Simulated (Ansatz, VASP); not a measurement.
AlN: VASP beside Ansatz

```
Al N
1.0
     0.00000    2.22857    2.13665
     2.22857    0.00000    2.13665
     2.22857    2.22857    0.00000
Al N
1 1
Direct
  0.00000 0.00000 0.00000
  0.25000 0.25000 0.25000
```

Change from the starting cell: epitaxial_xy strain +2.0%.

Alike in both runs: task single point; functional HSE06; k mesh 8 × 8 × 8; no spin polarisation.

|  | VASP | Ansatz |
| --- | --- | --- |
| version | VASP 6.6.1 | Ansatz 0.2.0 |
| potentials or method | VASP PAW PBE potentials, release 64 (Al, N) | plane waves, PAW |
| plane-wave cutoff (eV) | 520 | 420 |
| occupations | gaussian, width 0.01 eV | fixed |
| valence electrons in the cell | 8 | 8 |

```csv
,VASP,Ansatz,Ansatz less VASP
gap on the k mesh at the Fermi level (eV),4.31,4.31,+0.003
pressure (GPa),-4.5,-4.3,+0.17
"traceless stress, the component that is largest in VASP (GPa)",3.60,3.57,-0.027
```

Ansatz's warnings: stress exchange threshold loose, stress scf threshold loose.
